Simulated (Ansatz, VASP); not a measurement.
**InSe in VASP and in Ansatz**

Contents of INCAR:

```
  PREC = Accurate
  ENCUT = 520
  EDIFF = 1E-7
  ISMEAR = -1
  SIGMA = 0.01
  LREAL = False
  LASPH = True
  NELM = 100
  ALGO = Normal
  ISIF = 2
  LWAVE = False
  LCHARG = True
  GGA = PS
  LELF = True
  LVHAR = True
  NBANDS = 27
```

File KPOINTS:

```
Automatic mesh
0
Gamma
  7 7 7
```

POSCAR

```
InSe
1.0
    2.0473565020      1.2062836848      8.3324434999
   -1.9526427986      1.1862836882      8.3124435034
    0.0300363466     -2.2678173230      8.3051229966
In Se
2 2
Direct
    0.0000000000      0.0000000000      0.0000000000
    0.1122000000      0.1122000000      0.1122000000
    0.6155000000      0.6155000000      0.6155000000
    0.8300000000      0.8300000000      0.8300000000
```

Input for Ansatz:

```yaml
crystal:
  lattice:
    - [2.047356502, 1.2062836848, 8.3324434999]
    - [-1.9526427986, 1.1862836882, 8.3124435034]
    - [0.0300363466, -2.267817323, 8.3051229966]
  atoms:
    - { symbol: In, position: [0.0, 0.0, 0.0] }
    - { symbol: In, position: [0.1122, 0.1122, 0.1122] }
    - { symbol: Se, position: [0.6155, 0.6155, 0.6155] }
    - { symbol: Se, position: [0.83, 0.83, 0.83] }
kpoints:
  mp_grid: { grid: [7, 7, 7] }
  band_path:
    path:
      - [0.0, 0.0, 0.0]
      - [-0.5, -0.5, -0.5]
      - [0.5, 0.0, 0.0]
      - [0.0, 0.0, 0.0]
      - [0.0, 0.0, 0.5]
      - [0.0, -0.5, 0.0]
      - [0.0, 0.0, 0.0]
      - [0.5, 0.0, 0.5]
      - [-0.5, -0.5, 0.0]
    npoints: 5
scf:
  occupations: { method: fermi_dirac, width: 0.01 }
hamiltonian:
  xc: pbesol
  pseudopotentials: { kind: all_electron, lapw: { basis_error: 0.001 } }
output:
  forces: true
  stress: true
  eigenvalues: true
```

Change from the starting cell: equal xy, yz and zx shear strains of +1 %.

Alike in both runs: task single point; functional PBEsol; k mesh 7 × 7 × 7; occupations fermi-dirac, width 0.01 eV; no spin polarisation.

```csv
,VASP,Ansatz
version,VASP 6.6.1,Ansatz 0.2.0
potentials or method,"VASP PAW PBE potentials, release 64 (In_d, Se), cutoff 520 eV","all-electron LAPW, scalar-relativistic"
```

```tsv
	VASP	Ansatz	Ansatz less VASP
gap on the k mesh at the Fermi level (eV)	0.65	0.66	+0.011
pressure (GPa)	0.3	0.3	-0.06
traceless stress, the component that is largest in VASP (GPa)	-0.40	-0.39	+0.009
rms of the force components (eV/Å)	0.092	0.085	-0.0068
```

VASP's potentials were made for PBE, not for PBEsol. Atom by atom the forces differ by 0.011 eV/Å (rms over components). Ansatz ran all-electron here, and VASP with PAW potentials.
